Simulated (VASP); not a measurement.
# NaCl (Fm-3m) in VASP: notebook, part 2 of 2

VASP 6.6.1. The steps go on from the part before.

## (4) Relaxation of cell and atoms, PBE

Input file INCAR:

```
  PREC = Accurate
  ENCUT = 500
  EDIFF = 1E-7
  ISMEAR = 0
  SIGMA = 0.02
  LREAL = F
  LASPH = T
  NELM = 120
  ALGO = Normal
  ISIF = 3
  LWAVE = F
  LCHARG = F
  GGA = PE
  IBRION = 2
  NSW = 100
  EDIFFG = -0.002
  GGA_COMPAT = F
  NELMIN = 4
```

Input file KPOINTS:

```
regular mesh
0
Gamma
  8 8 8
```

Input file POSCAR:

```
NaCl
1.0
    0.0000000000      2.8017500000      2.8017500000
    2.8017500000      0.0000000000      2.8017500000
    2.8017500000      2.8017500000      0.0000000000
Na Cl
1 1
Direct
    0.0000000000      0.0000000000      0.0000000000
    0.5000000000      0.5000000000      0.5000000000
```

Potentials or basis: VASP PAW PBE potentials, release 64 (Na_pv, Cl).

On the command line:

```bash
cat potpaw_PBE.64/Na_pv/POTCAR potpaw_PBE.64/Cl/POTCAR > POTCAR
mpirun -np 1 vasp_std > vasp.out
```

OUTCAR:

```text
PREC = Accurate
   ENCUT = 500
   EDIFF = 1E-7
   ISMEAR = 0
   LREAL = F
   LASPH = T
   NELM = 120
   ISIF = 3
   GGA = PE
   IBRION = 2
   NSW = 100
   EDIFFG = -0.002
   NELMIN = 4

 ion  position               nearest neighbor table
   1  0.000  0.000  0.000-
   2  0.500  0.500  0.500-

  LATTYP: Found a face centered cubic cell.
 ALAT       =     5.6035000000

  Lattice vectors:

 A1 = (   0.0000000000,   2.8017500000,   2.8017500000)
 A2 = (   2.8017500000,   0.0000000000,   2.8017500000)
 A3 = (   2.8017500000,   2.8017500000,   0.0000000000)

Analysis of symmetry for initial positions (statically):
=====================================================================
 Subroutine PRICEL returns:
 Original cell was already a primitive cell.

 Routine SETGRP: Setting up the symmetry group for a
 face centered cubic supercell.

 Subroutine GETGRP returns: Found 48 space group operations
 (whereof 48 operations were pure point group operations)
 out of a pool of 48 trial point group operations.

The static configuration has the point symmetry O_h .

Analysis of symmetry for dynamics (positions and initial velocities):
=====================================================================
 Subroutine PRICEL returns:
 Original cell was already a primitive cell.

 Routine SETGRP: Setting up the symmetry group for a
 face centered cubic supercell.

 Subroutine GETGRP returns: Found 48 space group operations
 (whereof 48 operations were pure point group operations)
 out of a pool of 48 trial point group operations.

The dynamic configuration has the point symmetry O_h .

 Subroutine INISYM returns: Found 48 space group operations
 (whereof 48 operations are pure point group operations),
 and found     1 'primitive' translations

----------------------------------------------------------------------------------------

                                     Primitive cell

  volume of cell :      43.9864

  direct lattice vectors                    reciprocal lattice vectors
     0.000000000  2.801750000  2.801750000    -0.178459891  0.178459891  0.178459891
     2.801750000  0.000000000  2.801750000     0.178459891 -0.178459891  0.178459891
     2.801750000  2.801750000  0.000000000     0.178459891  0.178459891 -0.178459891

  length of vectors
     3.962272848  3.962272848  3.962272848     0.309101599  0.309101599  0.309101599

  position of ions in fractional coordinates (direct lattice)
     0.000000000  0.000000000  0.000000000
     0.500000000  0.500000000  0.500000000

  ion indices of the primitive-cell ions
   primitive index   ion index
                 1           1
                 2           2

----------------------------------------------------------------------------------------

 KPOINTS: regular mesh

Automatic generation of k-mesh.
 Grid dimensions read from file:
 generate k-points for:    8    8    8

 Generating k-lattice:

  Cartesian coordinates                     Fractional coordinates (reciprocal lattice)
    -0.022307486  0.022307486  0.022307486     0.125000000  0.000000000  0.000000000
[... 48 lines left out ...]
   NGXF,Y,Z  is equivalent  to a cutoff of  25.17, 25.17, 25.17 a.u.
 SYSTEM =  unknown system
   PREC   = accura    normal or accurate (medium, high low for compatibility)
   ISTART =      0    job   : 0-new  1-cont  2-samecut
   ICHARG =      2    charge: 1-file 2-atom 10-const
   ISPIN  =      1    spin polarized calculation?
   LNONCOLLINEAR =      F non collinear calculations
   LSORBIT =      F    spin-orbit coupling
   LASPH  =      T    aspherical Exc in radial PAW
   ENCUT  =  500.0 eV  36.75 Ry    6.06 a.u.   7.22  7.22  7.22*2*pi/ulx,y,z
   NELM   =    120;   NELMIN=  4; NELMDL= -5     # of ELM steps
   EDIFF  = 0.1E-06   stopping-criterion for ELM
   LREAL  =      F    real-space projection
   EDIFFG = -.2E-02   stopping-criterion for IOM
   NSW    =    100    number of steps for IOM
   IBRION =      2    ionic relax: 0-MD 1-quasi-New 2-CG
   NFREE  =      1    steps in history (QN), initial steepest desc. (CG)
   ISIF   =      3    stress and relaxation
   ISYM   =      2    0-nonsym 1-usesym 2-fastsym
   POTIM  = 0.5000    time-step for ionic-motion
   TEBEG  =    0.0;   TEEND  =   0.0 temperature during run
   PSTRESS=    0.0 pullay stress
   NELECT =      14.0000    total number of electrons
   NUPDOWN=      -1.0000    fix difference up-down
   EMIN   =  10.00;   EMAX   =-10.00  energy-range for DOS
   EFERMI =   0.00;   METHOD = LEGACY
   ISMEAR =     0;   SIGMA  =   0.02  broadening in eV -4-tet -1-fermi 0-gaus
   EFERMI_NEDOS =   21; number of points for ismear=-14 and -15
   IALGO  =     38    algorithm
   IMIX   =      4    mixing-type and parameters
     AMIX     =   0.40;   BMIX     =  1.00
     AMIX_MAG =   1.60;   BMIX_MAG =  1.00
  volume/ion in A,a.u.               =      21.99       148.42
  Fermi-wavevector in a.u.,A,eV,Ry     =   1.117750  2.112242 16.998653  1.249366
  Thomas-Fermi vector in A             =   2.254376
   LORBIT       =      0    0 simple, 1 ext, 2 COOP (PROOUT), +10 PAW based schemes
   GGA     = PE    functional components
   LHFCALC =     F    Hartree Fock is set to
   AEXX    =    0.0000 exact exchange contribution
   IVDW    =     0    specifies the selected vdW correction
   LEPSILON=     F    determine dielectric tensor
   LRPA    =     F    only Hartree local field effects (RPA)
 conjugate gradient relaxation of ions
 non-spin polarized calculation
 Gauss-broadening in eV      SIGMA  =   0.02
  energy-cutoff  :      500.00
  volume of cell :       43.99
 maximum number of plane-waves:      1139
 NGX is ok and might be reduce to    30
   NGX = 15   NGY = 15   NGZ = 15

--------------------------------------- Ionic step        1  -------------------------------------------

 number of electron      14.0000004 magnetization

 Free energy of the ion-electron system (eV)
  ---------------------------------------------------
  ext. energy  EPLUGINS =         0.00000000
  ---------------------------------------------------
  free energy    TOTEN  =        -6.76887338 eV

  energy without entropy =       -6.76887338  energy(sigma->0) =       -6.76887338

------------------------ aborting loop because EDIFF is reached ----------------------------------------

  FORCE on cell =-STRESS in cart. coord.  units (eV):
  Direction    XX          YY          ZZ          XY          YZ          ZX
  --------------------------------------------------------------------------------------
  -------------------------------------------------------------------------------------
  Total        0.3411381      0.3411381      0.3411381      0.0000000     -0.0000000      0.0000000
  in kB       12.4257509     12.4257509     12.4257509      0.0000000     -0.0000000      0.0000000
  external PRESSURE =      12.4257509 kB  Pullay stress =       0.0000000 kB
[... 95 lines left out ...]
--------------------------------------- Ionic step        4  -------------------------------------------

 number of electron      13.9999992 magnetization

 Free energy of the ion-electron system (eV)
  ---------------------------------------------------
  ext. energy  EPLUGINS =         0.00000000
  ---------------------------------------------------
  free energy    TOTEN  =        -6.77651300 eV

  energy without entropy =       -6.77651300  energy(sigma->0) =       -6.77651300

 E-fermi :  -0.7766     XC(G=0):  -8.0546

 val. band max:       -0.8803344222   @ k =   0.0000   0.0000   0.0000
 cond. band min:       4.1271761325   @ k =   0.0000   0.0000   0.0000
 fundamental gap:      5.0075105547
 Fermi energy:        -0.7766304913

 k-point     1 :       0.0000    0.0000    0.0000
  band No.  band energies     occupation
      1     -21.7508      2.00000
      2     -21.7508      2.00000
      3     -21.7507      2.00000
      4     -13.4820      2.00000
      5      -0.8803      2.00000
      6      -0.8803      2.00000
      7      -0.8803      2.00000
      8       4.1272      0.00000
      9      10.2113      0.00000
     10      10.2113      0.00000
     11      10.2113      0.00000
[... 309 lines left out ...]
 k-point    24 :      -0.3750    0.2500    0.1250
  band No.  band energies     occupation
      1     -21.7714      2.00000
      2     -21.7580      2.00000
      3     -21.7546      2.00000
      4     -13.1408      2.00000
      5      -2.4620      2.00000
      6      -1.6068      2.00000
      7      -1.2714      2.00000
      8       7.3819      0.00000
      9       8.5418      0.00000
     10       9.2784      0.00000
     11      10.7539      0.00000

 [... further k-points ...]

------------------------ aborting loop because EDIFF is reached ----------------------------------------

  FORCE on cell =-STRESS in cart. coord.  units (eV):
  Direction    XX          YY          ZZ          XY          YZ          ZX
  --------------------------------------------------------------------------------------
  -------------------------------------------------------------------------------------
  Total        0.0019372      0.0019372      0.0019372      0.0000000      0.0000000      0.0000000
  in kB        0.0674067      0.0674067      0.0674067      0.0000000      0.0000000      0.0000000
  external PRESSURE =       0.0674067 kB  Pullay stress =       0.0000000 kB
[... 17 lines left out ...]
  FREE ENERGIE OF THE ION-ELECTRON SYSTEM (eV)
  ---------------------------------------------------
  free  energy   TOTEN  =        -6.7765129998 eV

  energy  without entropy=       -6.7765129998  energy(sigma->0) =       -6.77651300

 reached required accuracy - stopping structural energy minimisation
```

OSZICAR:

```text
N       E                     dE             d eps       ncg     rms          rms(c)
DAV:   1     0.947499735725E+02    0.94750E+02   -0.72644E+03   638   0.125E+03
DAV:   2     0.120065768095E+01   -0.93549E+02   -0.87707E+02   722   0.269E+02
DAV:   3    -0.678572443476E+01   -0.79864E+01   -0.79350E+01   773   0.812E+01
[... 36 lines left out ...]
DAV:   1    -0.677664757946E+01   -0.14026E-03   -0.30478E-03   722   0.845E-01    0.763E-02
DAV:   2    -0.677653207254E+01    0.11551E-03   -0.19105E-04   719   0.147E-01    0.305E-02
DAV:   3    -0.677651316049E+01    0.18912E-04   -0.44601E-05   722   0.766E-02    0.146E-02
DAV:   4    -0.677651298288E+01    0.17760E-06   -0.12086E-06   898   0.142E-02    0.116E-03
DAV:   5    -0.677651299983E+01   -0.16948E-07   -0.10683E-07   337   0.335E-03
   4 F= -.67765130E+01 E0= -.67765130E+01  d E =-.763962E-02
```

It took 42 s on 1 thread of Intel Xeon Platinum 8259CL at 2.50GHz (Skylake/Cascade Lake), shared host; peak memory 0.16 GiB.

What came out:

* Free energy: -6.7765 eV
* Relaxed volume: 23.02 Å³/atom
* Relaxed cell: a = 4.023 Å, b = 4.023 Å, c = 4.023 Å, α = 60.00°, β = 60.00°, γ = 60.00°
* Space group after relaxing (to 0.1 Å): Fm-3m (No. 225)
* Energy gained by relaxing: 3.8 meV/atom
* Ionic steps: 4
* Pressure after relaxing: 0.0 GPa
* Band gap on the k mesh: 5.01 eV

Step by step:
```
step  energy change (eV)  largest force (eV/Å)  pressure (GPa)  volume (Å³)
   1              0.0000                0.0000            1.24        43.99
   2             -0.0060                0.0000            0.54        45.08
   3             -0.0076                0.0000           -0.03        46.10
   4             -0.0076                0.0000            0.01        46.04
```

Final structure:
```xyz
2
Lattice="0.0000 2.8448 2.8448 2.8448 0.0000 2.8448 2.8448 2.8448 0.0000" Properties=species:S:1:pos:R:3 pbc="T T T"
Na    0.0000    0.0000    0.0000
Cl    2.8448    2.8448    2.8448
```

## (5) Overview

```csv
task,cell,k mesh,smearing,gap on the mesh (eV),pressure (GPa)
single point,"a = 3.962 Å, angles 60.0°, 2 atoms",6 × 6 × 6,gaussian 0.1 eV,5.18,1.2
single point,"a = 4.028 Å, angles 60.0°, 2 atoms",8 × 8 × 8,gaussian 0.02 eV,5.00,0.0
relaxation of cell and atoms,"relaxed from a = 3.962 Å, angles 60.0°, 2 atoms",8 × 8 × 8,gaussian 0.02 eV,5.01,0.0
```

Alike in all rows: level PBE; potentials or basis VASP PAW PBE potentials, release 64 (Na_pv, Cl); no spin polarisation; cutoff (eV) 500.

Total energies depend on the potentials used, so only differences within one code and one set of settings carry meaning.
